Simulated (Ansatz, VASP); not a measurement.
In3As in VASP and in Ansatz

```
CELL_PARAMETERS angstrom
4.60214 0.00000 0.00000
0.00000 4.78622 0.00000
0.00000 0.00000 4.60214
ATOMIC_POSITIONS crystal
In 0.00000 0.50000 0.50000
In 0.50000 0.00000 0.50000
In 0.50000 0.50000 0.00000
As 0.00000 0.00000 0.00000
```

Change from the starting cell: strain +0.0400 x Voigt [0, 1, 0, 0, 0, 0], atoms carried along.

Alike in both runs: task single point; functional PBE; dispersion D3(BJ); k mesh 10 × 10 × 10; occupations gaussian, width 0.15 eV; no spin polarisation.

|  | VASP | Ansatz |
| --- | --- | --- |
| version | VASP 6.6.1 | Ansatz 0.2.0 |
| potentials or method | VASP PAW PBE potentials, release 64 (In_d, As), cutoff 520 eV | scalar-relativistic, plane waves, PAW |
| valence electrons in the cell | 44 | 54 |

```tsv
	VASP	Ansatz	Ansatz less VASP
gap on the k mesh at the Fermi level (eV)	none	none	-
pressure (GPa)	-1.7	-1.7	+0.01
```

A gap of «none» marks a metal or a gap that the smearing closes. VASP's potentials hold 44 valence electrons a cell and Ansatz's 54, so a difference there can come from the potentials and not from the codes.
